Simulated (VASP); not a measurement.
# Be (P6/mmm) in VASP: a series of runs, part 2 of 2

VASP 6.6.1. The steps go on from the part before.

**3. Relaxation of cell and atoms, BLYP**

This run uses another cell than the first one, of 8.11 Å³/atom.

Contents of INCAR:

```
PREC = Accurate ; ENCUT = 600
EDIFF = 1E-6 ; ISMEAR = -1
SIGMA = 0.1 ; LREAL = False
LASPH = True ; NELM = 80
ALGO = Normal ; ISIF = 3
LWAVE = False ; LCHARG = False
GGA = B5 ; ALDAX = 1.0
AGGAX = 1.0 ; AGGAC = 1.0
ALDAC = 0.0 ; IBRION = 2
NSW = 80 ; EDIFFG = -0.01
```

Contents of KPOINTS:

```
regular mesh
0
Gamma
  10 10 14
```

Contents of POSCAR:

```
Be
1.0
    3.5790237631      0.0000000000      0.0000000000
   -1.7895118815      3.0995254996      0.0000000000
    0.0000000000      0.0000000000      2.1939415668
Be
3
Direct
    0.0000000000      0.0000000000      0.0000000000
    0.3333333333      0.6666666667      0.5000000000
    0.6666666667      0.3333333333      0.5000000000
```

Potentials or basis: VASP PAW PBE potentials, release 64 (Be).

Started as:

```console
cat potpaw_PBE.64/Be/POTCAR > POTCAR
mpirun -np 1 vasp_std > vasp.out
```

OUTCAR:

```text
PREC = Accurate
   ENCUT = 600
   EDIFF = 1E-6
   ISMEAR = -1
   LREAL = False
   LASPH = True
   NELM = 80
   ISIF = 3
   GGA = B5
   IBRION = 2
   NSW = 80
   EDIFFG = -0.01

 ion  position               nearest neighbor table
   1  0.000  0.000  0.000-   2 2.34   3 2.34   2 2.34   3 2.34   2 2.34   2 2.34   3 2.34   3 2.34
                             3 2.34   3 2.34   2 2.34   2 2.34
   2  0.333  0.667  0.500-   3 2.07   3 2.07   3 2.07   1 2.34   1 2.34   1 2.34   1 2.34   1 2.34
                             1 2.34
   3  0.667  0.333  0.500-   2 2.07   2 2.07   2 2.07   1 2.34   1 2.34   1 2.34   1 2.34   1 2.34
                             1 2.34

  LATTYP: Found a hexagonal cell.
 ALAT       =     3.5790237631
 C/A-ratio  =     0.6130000000

  Lattice vectors:

 A1 = (   3.5790237631,   0.0000000000,   0.0000000000)
 A2 = (  -1.7895118815,   3.0995254996,   0.0000000000)
 A3 = (   0.0000000000,   0.0000000000,   2.1939415668)

Analysis of symmetry for initial positions (statically):
=====================================================================
 Subroutine PRICEL returns:
 Original cell was already a primitive cell.

 Routine SETGRP: Setting up the symmetry group for a
 hexagonal supercell.

 Subroutine GETGRP returns: Found 24 space group operations
 (whereof 24 operations were pure point group operations)
 out of a pool of 24 trial point group operations.

The static configuration has the point symmetry D_6h.

Analysis of symmetry for dynamics (positions and initial velocities):
=====================================================================
 Subroutine PRICEL returns:
 Original cell was already a primitive cell.

 Routine SETGRP: Setting up the symmetry group for a
 hexagonal supercell.

 Subroutine GETGRP returns: Found 24 space group operations
 (whereof 24 operations were pure point group operations)
 out of a pool of 24 trial point group operations.

The dynamic configuration has the point symmetry D_6h.

 Subroutine INISYM returns: Found 24 space group operations
 (whereof 24 operations are pure point group operations),
[... 135 lines left out ...]
   NGX = 15   NGY = 15   NGZ =  9

--------------------------------------- Ionic step        1  -------------------------------------------

 number of electron       6.0000000 magnetization

 Free energy of the ion-electron system (eV)
  ---------------------------------------------------
  ext. energy  EPLUGINS =         0.00000000
  ---------------------------------------------------
  free energy    TOTEN  =        -8.74714723 eV

  energy without entropy =       -8.72967201  energy(sigma->0) =       -8.73840962

------------------------ aborting loop because EDIFF is reached ----------------------------------------

  FORCE on cell =-STRESS in cart. coord.  units (eV):
  Direction    XX          YY          ZZ          XY          YZ          ZX
  --------------------------------------------------------------------------------------
  -------------------------------------------------------------------------------------
  Total       -0.1727322     -0.1727322      0.2608021     -0.0000000     -0.0000000      0.0000000
  in kB      -11.3710089    -11.3710089     17.1686757     -0.0000000     -0.0000000      0.0000000
  external PRESSURE =      -1.8577807 kB  Pullay stress =       0.0000000 kB
[... 98 lines left out ...]
--------------------------------------- Ionic step        4  -------------------------------------------

 number of electron       6.0000000 magnetization

 Free energy of the ion-electron system (eV)
  ---------------------------------------------------
  ext. energy  EPLUGINS =         0.00000000
  ---------------------------------------------------
  free energy    TOTEN  =        -8.74851552 eV

  energy without entropy =       -8.73013584  energy(sigma->0) =       -8.73932568

 E-fermi :   7.8110     XC(G=0):  -9.9903

 val. band max:        7.7472702917   @ k =   0.1000   0.0000   0.2857
 cond. band min:       7.8408545673   @ k =   0.5000   0.0000   0.3571
 fundamental gap:      0.0935842757
 Fermi energy:         7.8110472666

 k-point     1 :       0.0000    0.0000    0.0000
  band No.  band energies     occupation
      1      -3.8799      2.00000
      2       6.6831      1.99997
      3       6.6831      1.99997
      4       6.9359      1.99968
      5       6.9359      1.99968
      6      13.3688      0.00000
      7      13.6228      0.00000
[... 221 lines left out ...]
 k-point    24 :       0.4000    0.1000    0.0714
  band No.  band energies     occupation
      1      -1.3409      2.00000
      2      -0.1906      2.00000
      3       2.6858      2.00000
      4       9.2912      0.00000
      5      15.6136      0.00000
      6      18.0018      0.00000
      7      18.9133      0.00000

 [... further k-points ...]

------------------------ aborting loop because EDIFF is reached ----------------------------------------

  FORCE on cell =-STRESS in cart. coord.  units (eV):
  Direction    XX          YY          ZZ          XY          YZ          ZX
  --------------------------------------------------------------------------------------
  -------------------------------------------------------------------------------------
  Total        0.0049437      0.0049437      0.0090755      0.0000000      0.0000000     -0.0000000
  in kB        0.3254698      0.3254698      0.5974880      0.0000000      0.0000000     -0.0000000
  external PRESSURE =       0.4161425 kB  Pullay stress =       0.0000000 kB
[... 18 lines left out ...]
  FREE ENERGIE OF THE ION-ELECTRON SYSTEM (eV)
  ---------------------------------------------------
  free  energy   TOTEN  =        -8.7485155240 eV

  energy  without entropy=       -8.7301358375  energy(sigma->0) =       -8.73932568

 reached required accuracy - stopping structural energy minimisation
```

CONTCAR:

```text
Be
   1.00000000000000
     3.5678674361108906   -0.0000000000001803    0.0000000000000000
    -1.7839337180057573    3.0898638370145282    0.0000000000000000
    -0.0000000000000000    0.0000000000000000    2.2075069490977426
  Be
     3
Direct
     0.0000000000000000    0.0000000000000000    0.0000000000000000
     0.3333333332999970    0.6666666667000030    0.5000000000000000
     0.6666666667000030    0.3333333332999970    0.5000000000000000

  0.00000000E+00  0.00000000E+00  0.00000000E+00
  0.00000000E+00  0.00000000E+00  0.00000000E+00
  0.00000000E+00  0.00000000E+00  0.00000000E+00
```

Wall time 54 s (1 thread of Intel Xeon 8259CL, shared host); peak memory 0.15 GiB.

Results:

```
Free energy               : -8.7485 eV
Energy gained by relaxing : 0.5 meV/atom
Ionic steps               : 4
Pressure after relaxing   : 0.0 GPa
Band gap on the k mesh    : zero (bands 3 and 4 overlap by 4.48 eV)
```

The path:
```
step  energy change (eV)  largest force (eV/Å)  pressure (GPa)  volume (Å³)
   1              0.0000                0.0000           -0.19        24.34
   2             -0.0013                0.0000            0.13        24.30
   3             -0.0013                0.0000            0.22        24.29
   4             -0.0014                0.0000            0.04        24.34
```

Final structure:
```yaml
crystal:
  lattice:
    - [3.56787, 0.00000, 0.00000]
    - [-1.78393, 3.08986, 0.00000]
    - [0.00000, 0.00000, 2.20751]
  atoms:
    - { symbol: Be, position: [0.00000, 0.00000, 0.00000] }
    - { symbol: Be, position: [0.33333, 0.66667, 0.50000] }
    - { symbol: Be, position: [0.66667, 0.33333, 0.50000] }
```

Levels at points of the mesh, in eV from the Fermi level:
| k point | band 1 | band 2 | band 3 | band 4 | band 5 | band 6 |
| --- | --- | --- | --- | --- | --- | --- |
| (0.00, 0.00, 0.00) | -11.69 | -1.13 | -1.13 | -0.88 | -0.88 | 5.56 |
| (0.50, 0.00, 0.00) | -8.85 | -8.77 | -4.80 | 0.73 | 9.68 | 10.19 |
| (0.00, 0.00, 0.50) | -6.33 | -5.63 | 3.60 | 3.60 | 4.41 | 5.90 |
| (0.50, 0.00, 0.50) | -4.42 | -4.22 | -1.68 | -0.61 | 1.26 | 3.87 |

Caveat: the PAW data sets were made with another functional, which shifts forces and pressure a little.
